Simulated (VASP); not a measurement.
# Ag (P6_3/mmc) in VASP: notebook

Ag is run at these levels: LDA; tasks: single point.

Program: VASP 6.6.1. These are calculated values, not measurements. Logs are shortened: lines on timing, memory, paths and dates and some standing lists are left out, and cuts for length are marked.

### 1 The cell of the first run

Symmetry: P6_3/mmc, No. 194, hexagonal system. Conventional cell: a = 2.930 Å, b = 2.930 Å, c = 5.508 Å, α = 90.00°, β = 90.00°, γ = 120.00°. Ag (site symmetry -6m2) has 12 Ag at 2.93 to 3.23 Å within 3.9 Å.

### 2 Single point, LDA (strain +0.1500 x Voigt [0, 0, 1, 0, 0, 0])

File INCAR:

```
PREC = Accurate
ENCUT = 500
EDIFF = 1E-6
ISMEAR = 1
SIGMA = 0.1
LREAL = False
LASPH = True
NELM = 120
ALGO = Normal
ISIF = 2
LWAVE = False
LCHARG = False
NBANDS = 18
GGA_COMPAT = False
```

File KPOINTS:

```
regular mesh
0
Gamma
  18 18 10
```

File POSCAR:

```
Ag
1.0
    2.9299980804      0.0000000000      0.0000000000
   -1.4649990402      2.5374527707      0.0000000000
    0.0000000000      0.0000000000      5.5085000000
Ag
2
Direct
    0.3333333333      0.6666666667      0.2500000000
    0.6666666667      0.3333333333      0.7500000000
```

Potentials or basis: VASP PAW LDA potentials, release 64 (Ag).

Launch:

```console
cat potpaw_LDA.64/Ag/POTCAR > POTCAR
mpirun -np 1 vasp_std > vasp.out
```

OUTCAR:

```text
PREC = Accurate
   ENCUT = 500
   EDIFF = 1E-6
   ISMEAR = 1
   LREAL = False
   LASPH = True
   NELM = 120
   ISIF = 2

 ion  position               nearest neighbor table
   1  0.333  0.667  0.250-   2 3.23   2 3.23   2 3.23   2 3.23   2 3.23   2 3.23
   2  0.667  0.333  0.750-   1 3.23   1 3.23   1 3.23   1 3.23   1 3.23   1 3.23

  LATTYP: Found a hexagonal cell.
 ALAT       =     2.9299980804
 C/A-ratio  =     1.8800353614

  Lattice vectors:

 A1 = (   2.9299980804,   0.0000000000,   0.0000000000)
 A2 = (  -1.4649990402,   2.5374527707,   0.0000000000)
 A3 = (   0.0000000000,   0.0000000000,   5.5085000000)

Analysis of symmetry for initial positions (statically):
=====================================================================
 Subroutine PRICEL returns:
 Original cell was already a primitive cell.

 Routine SETGRP: Setting up the symmetry group for a
 hexagonal supercell.

 Subroutine GETGRP returns: Found 24 space group operations
 (whereof 12 operations were pure point group operations)
 out of a pool of 24 trial point group operations.

The static configuration has the point symmetry D_3d.
 The point group associated with its full space group is D_6h.

Analysis of symmetry for dynamics (positions and initial velocities):
=====================================================================
 Subroutine PRICEL returns:
 Original cell was already a primitive cell.

 Routine SETGRP: Setting up the symmetry group for a
 hexagonal supercell.

 Subroutine GETGRP returns: Found 24 space group operations
 (whereof 12 operations were pure point group operations)
 out of a pool of 24 trial point group operations.

The dynamic configuration has the point symmetry D_3d.
 The point group associated with its full space group is D_6h.

 Subroutine INISYM returns: Found 24 space group operations
 (whereof 12 operations are pure point group operations),
 and found     1 'primitive' translations

----------------------------------------------------------------------------------------

                                     Primitive cell

  volume of cell :      40.9542

  direct lattice vectors                    reciprocal lattice vectors
     2.929998080  0.000000000  0.000000000     0.341297152  0.197048003  0.000000000
    -1.464999040  2.537452771  0.000000000     0.000000000  0.394096005  0.000000000
     0.000000000  0.000000000  5.508500000     0.000000000  0.000000000  0.181537624

  length of vectors
     2.929998080  2.929998080  5.508500000     0.394096005  0.394096005  0.181537624

  position of ions in fractional coordinates (direct lattice)
     0.333333333  0.666666667  0.250000000
     0.666666667  0.333333333  0.750000000

  ion indices of the primitive-cell ions
   primitive index   ion index
                 1           1
                 2           2

----------------------------------------------------------------------------------------

 KPOINTS: regular mesh

Automatic generation of k-mesh.
 Grid dimensions read from file:
 generate k-points for:   18   18   10

 Generating k-lattice:

  Cartesian coordinates                     Fractional coordinates (reciprocal lattice)
     0.018960953  0.010947111  0.000000000     0.055555556  0.000000000  0.000000000
     0.000000000  0.021894223  0.000000000     0.000000000  0.055555556  0.000000000
     0.000000000  0.000000000  0.018153762     0.000000000  0.000000000  0.100000000

  Length of vectors
     0.021894223  0.021894223  0.018153762

  Shift w.r.t. Gamma in fractional coordinates (k-lattice)
     0.000000000  0.000000000  0.000000000

 Subroutine IBZKPT returns following result:
 ===========================================

 Found    222 irreducible k-points:

 Following reciprocal coordinates:
            Coordinates               Weight
  0.000000  0.000000  0.000000      1.000000
  0.055556  0.000000  0.000000      6.000000
  0.111111  0.000000  0.000000      6.000000
  0.166667  0.000000  0.000000      6.000000
  0.222222  0.000000  0.000000      6.000000
  0.277778  0.000000  0.000000      6.000000
[... 16 lines left out ...]
  0.333333  0.111111  0.000000     12.000000
  0.388889  0.111111  0.000000     12.000000
 [... further k-points ...]
   k-points           NKPTS =    222   k-points in BZ     NKDIM =    222   number of bands    NBANDS=     18
   number of dos      NEDOS =    301   number of ions     NIONS =      2
   total plane-waves  NPLWV =  23040
   dimension x,y,z NGX =    24 NGY =   24 NGZ =   40
   dimension x,y,z NGXF=    48 NGYF=   48 NGZF=   80
   ions per type =               2
   NGX,Y,Z   is equivalent  to a cutoff of  13.62, 13.62, 12.07 a.u.
   NGXF,Y,Z  is equivalent  to a cutoff of  27.23, 27.23, 24.14 a.u.
 SYSTEM =  unknown system
   PREC   = accura    normal or accurate (medium, high low for compatibility)
   ISTART =      0    job   : 0-new  1-cont  2-samecut
   ICHARG =      2    charge: 1-file 2-atom 10-const
   ISPIN  =      1    spin polarized calculation?
   LNONCOLLINEAR =      F non collinear calculations
   LSORBIT =      F    spin-orbit coupling
   LASPH  =      T    aspherical Exc in radial PAW
   ENCUT  =  500.0 eV  36.75 Ry    6.06 a.u.   5.34  5.34 10.04*2*pi/ulx,y,z
   NELM   =    120;   NELMIN=  2; NELMDL= -5     # of ELM steps
   EDIFF  = 0.1E-05   stopping-criterion for ELM
   LREAL  =      F    real-space projection
   EDIFFG = 0.1E-04   stopping-criterion for IOM
   NSW    =      0    number of steps for IOM
   IBRION =     -1    ionic relax: 0-MD 1-quasi-New 2-CG
   NFREE  =      0    steps in history (QN), initial steepest desc. (CG)
   ISIF   =      2    stress and relaxation
   ISYM   =      2    0-nonsym 1-usesym 2-fastsym
   POTIM  = 0.5000    time-step for ionic-motion
   TEBEG  =    0.0;   TEEND  =   0.0 temperature during run
   PSTRESS=    0.0 pullay stress
   NELECT =      22.0000    total number of electrons
   NUPDOWN=      -1.0000    fix difference up-down
   EMIN   =  10.00;   EMAX   =-10.00  energy-range for DOS
   EFERMI =   0.00;   METHOD = LEGACY
   ISMEAR =     1;   SIGMA  =   0.10  broadening in eV -4-tet -1-fermi 0-gaus
   EFERMI_NEDOS =   21; number of points for ismear=-14 and -15
   IALGO  =     38    algorithm
   IMIX   =      4    mixing-type and parameters
     AMIX     =   0.40;   BMIX     =  1.00
     AMIX_MAG =   1.60;   BMIX_MAG =  1.00
  volume/ion in A,a.u.               =      20.48       138.19
  Fermi-wavevector in a.u.,A,eV,Ry     =   1.330810  2.514867 24.096683  1.771056
  Thomas-Fermi vector in A             =   2.459869
   LORBIT       =      0    0 simple, 1 ext, 2 COOP (PROOUT), +10 PAW based schemes
   GGA     = CA    functional components
   LHFCALC =     F    Hartree Fock is set to
   AEXX    =    0.0000 exact exchange contribution
   IVDW    =     0    specifies the selected vdW correction
   LEPSILON=     F    determine dielectric tensor
   LRPA    =     F    only Hartree local field effects (RPA)
 non-spin polarized calculation
 Methfessel and Paxton  Order N= 1 SIGMA  =   0.10
  energy-cutoff  :      500.00
  volume of cell :       40.95
 maximum number of plane-waves:      1077
 NGX is ok and might be reduce to    24
   NGX = 11   NGY = 11   NGZ = 21

 number of electron      22.0000009 magnetization

 Free energy of the ion-electron system (eV)
  ---------------------------------------------------
  ext. energy  EPLUGINS =         0.00000000
  ---------------------------------------------------
  free energy    TOTEN  =        -6.90872418 eV

  energy without entropy =       -6.90869693  energy(sigma->0) =       -6.90871510

 E-fermi :   5.8398     XC(G=0): -11.5219

 val. band max:        5.8168754717   @ k =   0.1667   0.0000   0.1000
 cond. band min:       5.8425579986   @ k =   0.2778   0.2222   0.2000
 fundamental gap:      0.0256825268
 Fermi energy:         5.8398117789

 k-point     1 :       0.0000    0.0000    0.0000
  band No.  band energies     occupation
      1      -0.7845      2.00000
      2       0.2084      2.00000
      3       1.2121      2.00000
      4       1.6229      2.00000
      5       1.6229      2.00000
      6       1.7151      2.00000
[... 10 lines left out ...]
     17      24.1146      0.00000
     18      24.1146      0.00000

 k-point     2 :       0.0556    0.0000    0.0000
  band No.  band energies     occupation
      1      -0.6990      2.00000
      2       0.2651      2.00000
      3       1.2299      2.00000
      4       1.6038      2.00000
      5       1.6646      2.00000
      6       1.6942      2.00000
[... 10 lines left out ...]
     17      23.4297      0.00000
     18      24.0257      0.00000

 k-point     3 :       0.1111    0.0000    0.0000
  band No.  band energies     occupation
      1      -0.4500      2.00000
      2       0.4206      2.00000
      3       1.2702      2.00000
      4       1.5617      2.00000
      5       1.6523      2.00000
      6       1.7866      2.00000
[... 10 lines left out ...]
     17      22.2811      0.00000
     18      24.2723      0.00000

 k-point     4 :       0.1667    0.0000    0.0000
  band No.  band energies     occupation
      1      -0.0694      2.00000
      2       0.6175      2.00000
      3       1.3036      2.00000
      4       1.5090      2.00000
      5       1.6948      2.00000
      6       1.9402      2.00000
[... 375 lines left out ...]
      4       1.7026      2.00000
      5       1.7583      2.00000
      6       1.8381      2.00000
[... 10 lines left out ...]
     17      17.8879      0.00000
     18      20.8960      0.00000

 k-point    23 :       0.3333    0.1111    0.0000
  band No.  band energies     occupation
      1       0.5902      2.00000
      2       0.7755      2.00000
      3       0.9539      2.00000
      4       1.6941      2.00000
      5       1.8533      2.00000
      6       1.9949      2.00000
[... 10 lines left out ...]
     17      16.5110      0.00000
     18      20.5342      0.00000

 k-point    24 :       0.3889    0.1111    0.0000
  band No.  band energies     occupation
      1       0.5163      2.00000
      2       0.7174      2.00000
      3       0.8667      2.00000
      4       1.6578      2.00000
      5       1.9252      2.00000
      6       1.9514      2.00000
[... 10 lines left out ...]
     17      15.4322      0.00000
     18      20.3150      0.00000

 [... further k-points ...]
[... 5 lines left out ...]
  --------------------------------------------------------------------------------------
  -------------------------------------------------------------------------------------
  Total       -3.5983624     -3.5983624     -4.4703318      0.0000000     -0.0000000      0.0000000
  in kB     -140.7721747   -140.7721747   -174.8846460      0.0000000     -0.0000000      0.0000000
  external PRESSURE =    -152.1429985 kB  Pullay stress =       0.0000000 kB

 VOLUME and BASIS-vectors are now :
 -----------------------------------------------------------------------------
  energy-cutoff  :      500.00
  volume of cell :       40.95
      direct lattice vectors                 reciprocal lattice vectors
     2.929998080  0.000000000  0.000000000     0.341297152  0.197048003  0.000000000
    -1.464999040  2.537452771  0.000000000     0.000000000  0.394096005  0.000000000
     0.000000000  0.000000000  5.508500000     0.000000000  0.000000000  0.181537624

 POSITION                                       TOTAL-FORCE (eV/Angst)
 -----------------------------------------------------------------------------------
     -0.00000      1.69164      1.37712         0.000000      0.000000      0.000000
      1.46500      0.84582      4.13138        -0.000000     -0.000000      0.000000
 -----------------------------------------------------------------------------------
    total drift:                               -0.000000      0.000000     -0.000000

  FREE ENERGIE OF THE ION-ELECTRON SYSTEM (eV)
  ---------------------------------------------------
  free  energy   TOTEN  =        -6.9087241769 eV

  energy  without entropy=       -6.9086969347  energy(sigma->0) =       -6.90871510
```

Wall time 2.6 min (1 thread of Intel Xeon 8259CL, shared host); peak memory 0.24 GiB.

What came out:

| Property | Result |
| --- | --- |
| Free energy | -6.9087 eV |
| Pressure | -15.2 GPa |
| Band gap on the k mesh | zero (band 11 reaches 10.11 eV, above the bottom of band 12 at 2.70 eV) |

Stress tensor (GPa, compression positive):
```
-14.08   0.00   0.00
  0.00 -14.08   0.00
  0.00   0.00 -17.49
```

Caveat: the cell differs from its parent crystal (strain +0.1500 x Voigt [0, 0, 1, 0, 0, 0]).

### 3 Single point, LDA (strain -0.1500 x Voigt [0, 0, 1, 0, 0, 0])

File INCAR:

```
SYSTEM = Ag
PREC     = Accurate       ! precision mode
ENCUT    = 500            ! plane-wave cutoff, eV
EDIFF    = 1E-6           ! SCF threshold, eV
ISMEAR   = 1              ! smearing method
SIGMA    = 0.1            ! smearing width, eV
LREAL    = .False.        ! projectors in reciprocal space
LASPH    = .True.         ! aspherical terms in the spheres
NELM     = 120            ! most SCF steps
ALGO     = Normal         ! electronic algorithm
ISIF     = 2              ! what is computed and relaxed
LWAVE    = .False.        ! write WAVECAR
LCHARG   = .True.         ! write CHGCAR
GGA      = CA             ! functional
LELF     = .True.         ! ELF
LVHAR    = .True.       
NBANDS   = 18             ! bands
GGA_COMPAT= .False.
```

File KPOINTS:

```
regular mesh
0
Gamma
  18 18 10
  0 0 0
```

Changes to POSCAR since step 2:

```diff
@@ -4,3 +4,3 @@
    -1.4649990402      2.5374527707      0.0000000000
-    0.0000000000      0.0000000000      5.5085000000
+    0.0000000000      0.0000000000      4.0715000000
 Ag
```

Potentials or basis: VASP PAW LDA potentials, release 64 (Ag).

Launch:

```console
cat potpaw_LDA.64/Ag/POTCAR > POTCAR
mpirun -np 1 vasp_std > vasp.out
```

Wall time 1.8 min (1 thread of Intel Xeon 8259CL, shared host); peak memory 0.21 GiB.

It converged, with:

* Free energy: -7.2463 eV
* Pressure: 14.4 GPa
* Band gap on the k mesh: zero (band 11 reaches 13.64 eV, above the bottom of band 12 at 6.58 eV)

Stress tensor (GPa, compression positive):
```
 7.24  0.00  0.00
 0.00  7.24  0.00
 0.00  0.00 28.65
```

Levels at points of the mesh, in eV from the Fermi level:
```
           k point  band 9  band 10  band 11  band 12  band 13  band 14
(0.00, 0.00, 0.00)   -4.43    -3.10    -3.10     0.82     6.75    14.77
(0.50, 0.00, 0.00)   -3.12    -2.55    -0.47     1.04     8.58     8.78
(0.00, 0.00, 0.50)   -3.40    -3.40    -3.40    -3.40    14.57    14.57
(0.50, 0.00, 0.50)   -3.23    -3.23     0.40     0.40     5.04     5.04
```

Caveat: the cell differs from its parent crystal (strain -0.1500 x Voigt [0, 0, 1, 0, 0, 0]).
